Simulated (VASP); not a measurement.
# Si23BHO48 (a cell with a defect) in VASP: a series of runs, part 2 of 3

VASP 6.6.1.

### Step 3. Single point, PBE+D3(BJ)

Contents of INCAR:

```
SYSTEM = Si23BHO48
PREC = Accurate
ENCUT = 520
EDIFF = 1E-7
ISMEAR = 0
SIGMA = 0.02
LREAL = Auto
LASPH = .TRUE.
NELM = 100
ALGO = Normal
ISIF = 2
LWAVE = .FALSE.
LCHARG = .TRUE.
GGA = PE
IVDW = 12
LELF = .TRUE.
LVHAR = .TRUE.
NBANDS = 234
```

Contents of KPOINTS:

```
regular mesh
0
G
  1 1 1
  0 0 0
```

Contents of POSCAR:

```
Si23BHO48
1.0
    9.8316000000      0.0000000000      0.0000000000
   -4.9158000000      8.5144150000      0.0000000000
    0.0000000000      0.0000000000     10.8182000000
Si O B H
23 48 1 1
Direct
    0.2696880000      0.0042536000      0.1659530000
    0.0008685700      0.2683290000      0.3334340000
    0.2300140000      0.2360220000      0.0011123000
    0.2665710000      0.0039666000      0.6682490000
    0.9877070000      0.2651610000      0.8363930000
    0.2373780000      0.2479670000      0.5046470000
    0.2689130000      0.5034970000      0.1694290000
    0.0071740000      0.7615250000      0.3346140000
    0.2378880000      0.7376010000      0.9995222100
    0.9995975200      0.7632920000      0.8347720000
    0.2444950000      0.7356140000      0.5016440000
    0.7704580000      0.9995776200      0.1677880000
    0.5005500000      0.2709950000      0.3363130000
    0.7196970000      0.2254150000      0.0067535000
    0.7669430000      0.9974284000      0.6662580000
    0.4957890000      0.2648950000      0.8388830000
    0.7315520000      0.2292750000      0.4997570000
    0.7671770000      0.5003520000      0.1687290000
    0.5082110000      0.7657540000      0.3369440000
    0.7284970000      0.7290430000      0.9967325000
    0.7678590000      0.4933310000      0.6719780000
    0.4934370000      0.7554030000      0.8256840000
    0.7401200000      0.7312110000      0.5028160000
    0.0701790000      0.2104350000      0.4453740000
    0.2949550000      0.3664780000      0.1108140000
    0.1376360000      0.4348590000      0.2787260000
    0.1999740000      0.0709020000      0.0599790000
    0.3661290000      0.3022770000      0.3932910000
    0.4320150000      0.1437110000      0.2242100000
    0.0667330000      0.2120310000      0.9439510000
    0.3031200000      0.3853300000      0.6093620000
    0.1133590000      0.4405420000      0.7851950000
    0.2097810000      0.0849780000      0.5653650000
    0.3582330000      0.2953090000      0.8896740000
    0.4313560000      0.1336490000      0.7299220000
    0.0766350000      0.6958990000      0.4416340000
    0.3064960000      0.8756300000      0.1036260000
    0.1430170000      0.9271020000      0.2781130000
    0.2082500000      0.5754350000      0.0619490000
    0.3765200000      0.8018230000      0.3929280000
    0.4356450000      0.6372690000      0.2260910000
    0.0702950000      0.7095930000      0.9482220000
    0.2950410000      0.8698080000      0.6071030000
    0.1315540000      0.9273490000      0.7745430000
    0.2301330000      0.5767600000      0.5604110000
    0.3586520000      0.7864940000      0.8835290000
    0.4284710000      0.6274950000      0.7150340000
    0.5668770000      0.2051100000      0.4454450000
    0.7918800000      0.3613760000      0.1121420000
    0.6403730000      0.4358000000      0.2813830000
    0.6938720000      0.0630420000      0.0659360000
    0.8601750000      0.2920420000      0.3883960000
    0.9366550000      0.1391850000      0.2215540000
    0.5542740000      0.2009080000      0.9545440000
    0.7949510000      0.3574220000      0.6120670000
    0.6387770000      0.4269040000      0.7826280000
    0.7040680000      0.0640960000      0.5552660000
    0.8398320000      0.2764280000      0.8908620000
    0.9289380000      0.1359870000      0.7256000000
    0.5736550000      0.6988570000      0.4456840000
    0.7960380000      0.8655170000      0.1023840000
    0.6501690000      0.9288590000      0.2836800000
    0.7033430000      0.5680830000      0.0595770000
    0.8714800000      0.7895060000      0.3941120000
    0.9352230000      0.6347670000      0.2225520000
    0.5626060000      0.6962730000      0.9382370000
    0.8024270000      0.8653980000      0.6094200000
    0.6328180000      0.9222560000      0.7728480000
    0.7110210000      0.5682130000      0.5642060000
    0.8565170000      0.7850870000      0.8848320000
    0.9375310000      0.6233760000      0.7302810000
    0.3154190000      0.5288810000      0.6326340000
    0.0567158600      0.5061935700      0.7498870300
```

Potentials or basis: VASP PAW PBE potentials, release 64 (Si, O, B, H).

Run with:

```
> cat potpaw_PBE.64/Si/POTCAR potpaw_PBE.64/O/POTCAR potpaw_PBE.64/B/POTCAR potpaw_PBE.64/H/POTCAR > POTCAR
> mpirun -np 1 vasp_gam > vasp.out
```

OUTCAR:

```text
SYSTEM = Si23BHO48
   PREC = Accurate
   ENCUT = 520
   EDIFF = 1E-7
   ISMEAR = 0
   LREAL = Auto
   LASPH = .TRUE.
   NELM = 100
   ISIF = 2
   GGA = PE
   IVDW = 12
 IVDW          = 12

 ion  position               nearest neighbor table
   1  0.270  0.004  0.166-  29 1.62  37 1.63  38 1.63  27 1.63   9 3.06   3 3.07  13 3.08   8 3.09

   2  0.001  0.268  0.333-  26 1.62  24 1.63  52 1.63  53 1.64  12 3.06   6 3.06   7 3.06  17 3.06

   3  0.230  0.236  0.001-  30 1.62  25 1.63  34 1.63  27 1.63  16 3.04   7 3.06   1 3.07   5 3.10
[... 83 lines left out ...]
  70  0.857  0.785  0.885-  10 1.62  20 1.63
  71  0.938  0.623  0.730-  21 1.64  10 1.64
  72  0.315  0.529  0.633-  47 1.38  31 1.38  45 1.39
  73  0.057  0.506  0.750-  32 1.11

  LATTYP: Found a hexagonal cell.
 ALAT       =     9.8316000000
 C/A-ratio  =     1.1003498922

  Lattice vectors:

 A1 = (   9.8316000000,   0.0000000000,   0.0000000000)
 A2 = (  -4.9158000000,   8.5144150000,   0.0000000000)
 A3 = (   0.0000000000,   0.0000000000,  10.8182000000)

Analysis of symmetry for initial positions (statically):
=====================================================================
 Subroutine PRICEL returns:
 Original cell was already a primitive cell.

 Routine SETGRP: Setting up the symmetry group for a
 hexagonal supercell.

 Subroutine GETGRP returns: Found  1 space group operations
 (whereof  1 operations were pure point group operations)
 out of a pool of 24 trial point group operations.

The static configuration has the point symmetry C_1 .

Analysis of symmetry for dynamics (positions and initial velocities):
=====================================================================
 Subroutine PRICEL returns:
 Original cell was already a primitive cell.

 Routine SETGRP: Setting up the symmetry group for a
 hexagonal supercell.

 Subroutine GETGRP returns: Found  1 space group operations
 (whereof  1 operations were pure point group operations)
 out of a pool of 24 trial point group operations.

The dynamic configuration has the point symmetry C_1 .

 Subroutine INISYM returns: Found  1 space group operations
 (whereof  1 operations are pure point group operations),
 and found     1 'primitive' translations

----------------------------------------------------------------------------------------

                                     Primitive cell

  volume of cell :     905.5950

  direct lattice vectors                    reciprocal lattice vectors
     9.831600000  0.000000000  0.000000000     0.101712844  0.058723941  0.000000000
    -4.915800000  8.514415000  0.000000000     0.000000000  0.117447881  0.000000000
     0.000000000  0.000000000 10.818200000     0.000000000  0.000000000  0.092436819

  length of vectors
     9.831600000  9.831599688 10.818200000     0.117447877  0.117447881  0.092436819

  position of ions in fractional coordinates (direct lattice)
     0.269688000  0.004253600  0.165953000
     0.000868570  0.268329000  0.333434000
[... 163 lines left out ...]
  Length of vectors
     0.117447877  0.117447881  0.092436819

  Shift w.r.t. Gamma in fractional coordinates (k-lattice)
     0.000000000  0.000000000  0.000000000

 Subroutine IBZKPT returns following result:
 ===========================================

 Found      1 irreducible k-points:

 Following reciprocal coordinates:
            Coordinates               Weight
  0.000000  0.000000  0.000000      1.000000
   k-points           NKPTS =      1   k-points in BZ     NKDIM =      1   number of bands    NBANDS=    234
   number of dos      NEDOS =    301   number of ions     NIONS =     73
   total plane-waves  NPLWV = 512000
   dimension x,y,z NGX =    80 NGY =   80 NGZ =   80
   dimension x,y,z NGXF=   160 NGYF=  160 NGZF=  160
   ions per type =              23  48   1   1
   NGX,Y,Z   is equivalent  to a cutoff of  13.53, 13.53, 12.29 a.u.
   NGXF,Y,Z  is equivalent  to a cutoff of  27.05, 27.05, 24.59 a.u.
 SYSTEM =  Si23BHO48
   PREC   = accura    normal or accurate (medium, high low for compatibility)
   ISTART =      0    job   : 0-new  1-cont  2-samecut
   ICHARG =      2    charge: 1-file 2-atom 10-const
   ISPIN  =      1    spin polarized calculation?
   LNONCOLLINEAR =      F non collinear calculations
   LSORBIT =      F    spin-orbit coupling
   LASPH  =      T    aspherical Exc in radial PAW
   ENCUT  =  520.0 eV  38.22 Ry    6.18 a.u.  18.28 18.28 20.11*2*pi/ulx,y,z
   NELM   =    100;   NELMIN=  2; NELMDL= -5     # of ELM steps
   EDIFF  = 0.1E-06   stopping-criterion for ELM
   LREAL  =      T    real-space projection
   EDIFFG = 0.1E-05   stopping-criterion for IOM
   NSW    =      0    number of steps for IOM
   IBRION =     -1    ionic relax: 0-MD 1-quasi-New 2-CG
   NFREE  =      0    steps in history (QN), initial steepest desc. (CG)
   ISIF   =      2    stress and relaxation
   ISYM   =      2    0-nonsym 1-usesym 2-fastsym
   POTIM  = 0.5000    time-step for ionic-motion
   TEBEG  =    0.0;   TEEND  =   0.0 temperature during run
   PSTRESS=    0.0 pullay stress
   NELECT =     384.0000    total number of electrons
   NUPDOWN=      -1.0000    fix difference up-down
   EMIN   =  10.00;   EMAX   =-10.00  energy-range for DOS
   EFERMI =   0.00;   METHOD = LEGACY
   ISMEAR =     0;   SIGMA  =   0.02  broadening in eV -4-tet -1-fermi 0-gaus
   EFERMI_NEDOS =   21; number of points for ismear=-14 and -15
   IALGO  =     38    algorithm
   IMIX   =      4    mixing-type and parameters
     AMIX     =   0.40;   BMIX     =  1.00
     AMIX_MAG =   1.60;   BMIX_MAG =  1.00
  volume/ion in A,a.u.               =      12.41        83.72
  Fermi-wavevector in a.u.,A,eV,Ry     =   1.229912  2.324196 20.581296  1.512683
  Thomas-Fermi vector in A             =   2.364781
   LORBIT       =      0    0 simple, 1 ext, 2 COOP (PROOUT), +10 PAW based schemes
   GGA     = PE    functional components
   LHFCALC =     F    Hartree Fock is set to
   AEXX    =    0.0000 exact exchange contribution
   IVDW    =    12    specifies the selected vdW correction
   LEPSILON=     F    determine dielectric tensor
   LRPA    =     F    only Hartree local field effects (RPA)
 non-spin polarized calculation
 Gauss-broadening in eV      SIGMA  =   0.02
  energy-cutoff  :      520.00
  volume of cell :      905.60
 maximum number of plane-waves:     12195
 NGX is ok and might be reduce to    80
   NGX = 37   NGY = 37   NGZ = 41

 number of electron     384.0000027 magnetization

 Free energy of the ion-electron system (eV)
  ---------------------------------------------------
  ext. energy  EPLUGINS =         0.00000000
  ---------------------------------------------------
  free energy    TOTEN  =      -571.64125557 eV

  energy without entropy =     -571.64125557  energy(sigma->0) =     -571.64125557

 E-fermi :   1.2933     XC(G=0):  -9.2326

 val. band max:        1.1268258783   @ k =   0.0000   0.0000   0.0000
 cond. band min:       6.8114314842   @ k =   0.0000   0.0000   0.0000
 fundamental gap:      5.6846056060
 Fermi energy:         1.2932815179

 k-point     1 :       0.0000    0.0000    0.0000
  band No.  band energies     occupation
      1     -18.3365      2.00000
      2     -17.9463      2.00000
      3     -17.8838      2.00000
      4     -17.8534      2.00000
      5     -17.8115      2.00000
      6     -17.7962      2.00000
[... 196 lines left out ...]
    203       9.7021      0.00000
    204       9.8344      0.00000
 [bands above 204 left out]

------------------------ aborting loop because EDIFF is reached ----------------------------------------

 Edisp (eV)  -10.15555

 E8    (eV) :    -3.4179

  FORCE on cell =-STRESS in cart. coord.  units (eV):
  Direction    XX          YY          ZZ          XY          YZ          ZX
  --------------------------------------------------------------------------------------
  -------------------------------------------------------------------------------------
  Total      -2.19264    -0.85422     1.56015     3.39114    -0.66255    -3.20001
  in kB      -3.87921    -1.51129     2.76022     5.99961    -1.17218    -5.66145
  external pressure =       -0.88 kB  Pullay stress =        0.00 kB

 VOLUME and BASIS-vectors are now :
 -----------------------------------------------------------------------------
  energy-cutoff  :      520.00
  volume of cell :      905.60
      direct lattice vectors                 reciprocal lattice vectors
     9.831600000  0.000000000  0.000000000     0.101712844  0.058723941  0.000000000
    -4.915800000  8.514415000  0.000000000     0.000000000  0.117447881  0.000000000
     0.000000000  0.000000000 10.818200000     0.000000000  0.000000000  0.092436819

 POSITION                                       TOTAL-FORCE (eV/Angst)
 -----------------------------------------------------------------------------------
      2.63055      0.03622      1.79531         0.017209      0.007832     -0.003336
     -1.31051      2.28466      3.60716         0.003129      0.012528     -0.000912
      1.10117      2.00959      0.01203        -0.048260     -0.005264     -0.020221
      2.60132      0.03377      7.22925         0.020156      0.024546     -0.029412
      8.40726      2.25769      9.04827        -0.044549      0.205647     -0.110740
      1.11485      2.11129      5.45937        -0.017909      0.001047      0.031925
[... 65 lines left out ...]
      0.50120      4.50311      6.84396        -0.042534     -0.057620      0.103595
     -1.93074      4.30994      8.11243         2.859835     -1.970655      1.332022
 -----------------------------------------------------------------------------------
    total drift:                               -0.025213      0.017147     -0.010662

  FREE ENERGIE OF THE ION-ELECTRON SYSTEM (eV)
  ---------------------------------------------------
  free  energy   TOTEN  =      -581.7968070633 eV

  energy  without entropy=     -581.7968070633  energy(sigma->0) =     -581.79680706
```

Wall time 3.8 min (1 thread of AMD EPYC 9R45 (Zen 5), shared host); peak memory 0.92 GiB.

What came out:

```yaml
Free_energy: -581.7968 eV
Pressure: -0.1 GPa
Largest_force: 3.720 eV/Å
Band_gap_on_the_k_mesh: 5.68 eV
Dispersion_energy_per_atom: -0.139 eV
```

Forces on the atoms (eV/Å):
```
Si   0.017  0.008 -0.003
Si   0.003  0.013 -0.001
Si  -0.048 -0.005 -0.020
Si   0.020  0.025 -0.029
Si  -0.045  0.206 -0.111
Si  -0.018  0.001  0.032
Si   0.004 -0.002 -0.014
Si  -0.005  0.018 -0.011
Si   0.035 -0.038 -0.008
Si  -0.010  0.162  0.146
Si   0.026 -0.033 -0.004
Si   0.012  0.009 -0.007
Si  -0.017  0.007 -0.004
Si   0.025 -0.014 -0.029
Si   0.031  0.034  0.031
Si  -0.025 -0.003  0.022
Si   0.004 -0.039 -0.021
Si   0.021 -0.007 -0.003
Si  -0.007  0.011 -0.006
Si  -0.042 -0.016  0.024
Si  -0.126 -0.143 -0.071
Si  -0.022 -0.020 -0.025
Si  -0.026  0.017 -0.019
O   -0.005  0.001 -0.010
O    0.004 -0.006  0.002
O    0.005  0.000  0.004
O    0.013 -0.009  0.003
O    0.004 -0.009 -0.002
O   -0.004  0.006  0.006
O    0.026 -0.026  0.036
O    0.016 -0.024 -0.041
O   -2.799  1.993 -1.304
O    0.016 -0.010  0.008
O    0.016 -0.003 -0.003
O   -0.001  0.007  0.001
O   -0.013  0.004  0.011
O   -0.010 -0.005 -0.001
O    0.004 -0.008  0.004
O    0.005  0.008  0.012
O   -0.007 -0.001  0.001
O   -0.002  0.010  0.008
O   -0.037  0.006 -0.040
O   -0.018 -0.005  0.008
O   -0.005 -0.046 -0.002
O   -0.027  0.043 -0.046
O   -0.008  0.006  0.011
O    0.012  0.036  0.013
O    0.000  0.008  0.005
O   -0.011  0.005  0.007
O    0.004  0.001  0.003
O    0.007 -0.009  0.013
O   -0.009 -0.001  0.009
O   -0.004  0.004  0.003
O   -0.020  0.007 -0.003
O   -0.008  0.044  0.022
O    0.040  0.035 -0.025
O   -0.006  0.006 -0.003
O   -0.073 -0.040  0.053
O   -0.022 -0.065 -0.023
O    0.006  0.000 -0.001
O    0.002 -0.010 -0.007
O    0.007 -0.004 -0.002
O    0.010  0.001 -0.007
O    0.001 -0.010  0.006
O   -0.005  0.008  0.003
O    0.012  0.008  0.004
O    0.008 -0.026 -0.009
O    0.007 -0.002 -0.006
O    0.041  0.001  0.037
O    0.034 -0.024 -0.041
O    0.170 -0.068 -0.021
B   -0.043 -0.058  0.104
H    2.860 -1.971  1.332
```

Stress tensor (GPa, compression positive):
```
-0.39  0.60 -0.57
 0.60 -0.15 -0.12
-0.57 -0.12  0.28
```

Caveat: the k points lie up to 0.74 Å⁻¹ apart.

### Step 4. Single point, PBE+D3(BJ)

Contents of INCAR:

```
SYSTEM = Si23BHO48
PREC     = Accurate       ! precision mode
ENCUT    = 520            ! plane-wave cutoff, eV
EDIFF    = 1E-7           ! SCF threshold, eV
ISMEAR   = 0              ! smearing method
SIGMA    = 0.02           ! smearing width, eV
LREAL    = Auto         
LASPH    = .True.         ! aspherical terms in the spheres
NELM     = 100            ! most SCF steps
ALGO     = Normal         ! electronic algorithm
ISIF     = 2              ! what is computed and relaxed
LWAVE    = .False.        ! write WAVECAR
LCHARG   = .True.         ! write CHGCAR
GGA      = PE             ! functional
IVDW     = 12             ! dispersion correction
LELF     = .True.         ! ELF
LVHAR    = .True.       
NBANDS   = 234            ! bands
```

Contents of KPOINTS:

```
regular mesh
0
Gamma
  1 1 1
  0 0 0
```

POSCAR: that of step 3 with these lines changed.

```diff
@@ -80,2 +80,2 @@
     0.3154190000      0.5288810000      0.6326340000
-    0.0567158600      0.5061935700      0.7498870300
+    0.0516128800      0.5121081300      0.7467061300
```

Run with:

```
> cat potpaw_PBE.64/Si/POTCAR potpaw_PBE.64/O/POTCAR potpaw_PBE.64/B/POTCAR potpaw_PBE.64/H/POTCAR > POTCAR
> mpirun -np 1 vasp_gam > vasp.out
```

It took 3.5 min on 1 thread of AMD EPYC 9R45 (Zen 5), shared host; peak memory 0.95 GiB.

It converged, with:

| Item | Value |
| --- | --- |
| Free energy | -581.3769 eV |
| Pressure | -0.2 GPa |
| Largest force | 4.441 eV/Å |
| Band gap on the k mesh | 5.54 eV |
| Dispersion energy per atom | -0.139 eV |

Forces on the atoms (eV/Å):
```
Si   0.018  0.012 -0.009
Si   0.012  0.013 -0.002
Si  -0.083  0.003 -0.034
Si   0.031  0.049 -0.049
Si  -0.067  0.401 -0.202
Si  -0.031  0.021  0.046
Si  -0.002 -0.005 -0.027
Si  -0.004  0.023 -0.023
Si   0.072 -0.062 -0.016
Si  -0.001  0.307  0.300
Si   0.061 -0.050 -0.013
Si   0.006  0.020 -0.013
Si  -0.025  0.006 -0.010
Si   0.056 -0.011 -0.058
Si   0.043  0.069  0.059
Si  -0.041 -0.024  0.048
Si   0.017 -0.063 -0.039
Si   0.028 -0.018 -0.005
Si  -0.011  0.009 -0.012
Si  -0.073 -0.022  0.048
Si  -0.257 -0.291 -0.147
Si  -0.041 -0.037 -0.040
Si  -0.051  0.045 -0.036
O   -0.005 -0.002 -0.015
O    0.009 -0.004  0.008
O    0.003 -0.001  0.007
O    0.019 -0.016  0.007
O    0.011 -0.011 -0.006
O   -0.003  0.007  0.009
O    0.057 -0.058  0.075
O    0.035 -0.036 -0.062
O   -3.323  2.397 -1.563
O    0.022 -0.023  0.014
O    0.035 -0.003 -0.011
O   -0.002  0.007 -0.001
O   -0.020  0.002  0.020
O   -0.016 -0.004 -0.001
O    0.002 -0.012  0.009
O    0.004  0.017  0.022
O   -0.010  0.003  0.000
O    0.002  0.013  0.013
O   -0.077  0.007 -0.077
O   -0.029 -0.004  0.016
O   -0.020 -0.086 -0.001
O   -0.044  0.072 -0.080
O   -0.013  0.017  0.019
O    0.031  0.053  0.012
O    0.004  0.011  0.013
O   -0.018  0.013  0.016
O    0.004  0.004  0.005
O    0.007 -0.017  0.023
O   -0.017  0.001  0.015
O   -0.005  0.002  0.005
O   -0.032  0.011 -0.009
O   -0.020  0.089  0.045
O    0.072  0.075 -0.045
O   -0.014  0.012 -0.010
O   -0.134 -0.073  0.095
O   -0.036 -0.131 -0.048
O    0.016 -0.002  0.004
O    0.009 -0.018 -0.015
O    0.008 -0.006  0.001
O    0.011  0.007 -0.013
O    0.001 -0.015  0.012
O   -0.005  0.011  0.006
O    0.027  0.009  0.009
O    0.019 -0.046 -0.016
O    0.006 -0.006 -0.007
O    0.073 -0.002  0.072
O    0.070 -0.042 -0.085
O    0.350 -0.146 -0.052
B   -0.093 -0.085  0.164
H    3.371 -2.385  1.632
```

Stress tensor (GPa, compression positive):
```
-0.55  0.74 -0.62
 0.74 -0.22 -0.04
-0.62 -0.04  0.26
```

Levels at points of the mesh, in eV from the valence-band top:
```
           k point  band 190  band 191  band 192  band 193  band 194  band 195
(0.00, 0.00, 0.00)     -0.26     -0.13      0.00      5.54      6.99      7.57
```

Caveat: the k points lie up to 0.74 Å⁻¹ apart.

(Continued in part 3 of 3.)
